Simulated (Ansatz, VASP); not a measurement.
Two plane-wave programs on BN

```
B N
1.0
     2.50399    0.00000    0.00000
    -1.25200    2.16852    0.00000
     0.00000    0.00000    6.66120
B N
2 2
Direct
  0.33333 0.66667 0.25000
  0.66667 0.33333 0.75000
  0.33333 0.66667 0.75000
  0.66667 0.33333 0.25000
```

Alike in both runs: task single point; functional r2SCAN; k mesh 16 × 16 × 6; occupations gaussian, width 0.05 eV; no spin polarisation.

|  | VASP | Ansatz |
| --- | --- | --- |
| version | VASP 6.6.1 | Ansatz 0.2.0 |
| potentials or method | VASP PAW PBE potentials, release 64 (B, N), cutoff 520 eV | scalar-relativistic, plane waves, PAW |
| valence electrons in the cell | 16 | 16 |

|  | VASP | Ansatz | Ansatz less VASP |
| --- | --- | --- | --- |
| gap on the k mesh at the Fermi level (eV) | 4.84 | 4.80 | -0.040 |
| least direct gap on the mesh (eV) | 5.32 | 5.28 | -0.035 |
| pressure (GPa) | -0.2 | -0.6 | -0.39 |
| traceless stress, the component that is largest in VASP (GPa) | 0.79 | 1.46 | +0.671 |

VASP's potentials were made for PBE, not for r2SCAN. With one functional, cell and mesh, what is left measures potentials, basis and numerics.
